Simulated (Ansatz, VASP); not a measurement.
KF: VASP beside Ansatz

INCAR

```
SYSTEM = KF
PREC = Accurate
ENCUT = 520
EDIFF = 1E-6
ISMEAR = -1
SIGMA = 0.02
LREAL = .False.
LASPH = .True.
NELM = 60
ALGO = Normal
ISIF = 2
LWAVE = .False.
LCHARG = .False.
GGA = PE
NBANDS = 15
```

KPOINTS

```
Automatic mesh
0
Gamma
  8 8 8
  0 0 0
```

Contents of POSCAR:

```
KF
1.0
   -0.0088632019      2.6500973535      2.6500973535
    2.6500973535     -0.0088632019      2.6500973535
    2.6500973535      2.6500973535     -0.0088632019
K F
1 1
Direct
    0.0000000000      0.0000000000      0.0000000000
    0.5000000000      0.5000000000      0.5000000000
```

Input for Ansatz:

```yaml
crystal:
  lattice:
    - [-0.0088632019, 2.6500973535, 2.6500973535]
    - [2.6500973535, -0.0088632019, 2.6500973535]
    - [2.6500973535, 2.6500973535, -0.0088632019]
  atoms:
    - { symbol: K, position: [0.0, 0.0, 0.0] }
    - { symbol: F, position: [0.5, 0.5, 0.5] }
kpoints:
  mp_grid: { grid: [8, 8, 8] }
  band_path:
    path:
      - [0.0, 0.0, 0.0]
      - [0.5, 0.0, 0.5]
      - [0.625, 0.25, 0.625]
      - [0.375, 0.375, 0.75]
      - [0.5, 0.5, 0.5]
      - [0.5, 0.25, 0.75]
    npoints: 1
hamiltonian:
  xc: pbe
scf:
  occupations: { method: fermi_dirac, width: 0.02 }
  n_extra_bands: 4
output:
  forces: true
  stress: true
  eigenvalues: true
```

Change from the starting cell: shear_111 strain -0.5%.

Alike in both runs: task single point; functional PBE; k mesh 8 × 8 × 8; occupations fermi-dirac, width 0.02 eV; no spin polarisation.

```csv
,VASP,Ansatz
version,VASP 6.6.1,Ansatz 0.2.0
potentials or method,"VASP PAW PBE potentials, release 64 (K_sv, F)","plane waves, PAW"
plane-wave cutoff (eV),520,420
valence electrons in the cell,16,16
```

Ansatz gave:

```
gap on the k mesh at the Fermi level (eV) : 6.28
pressure (GPa)                            : 2.1
```

Question: What did VASP give for the same quantities?

Answer: gap on the k mesh at the Fermi level (eV): 6.27; pressure (GPa): 2.2.
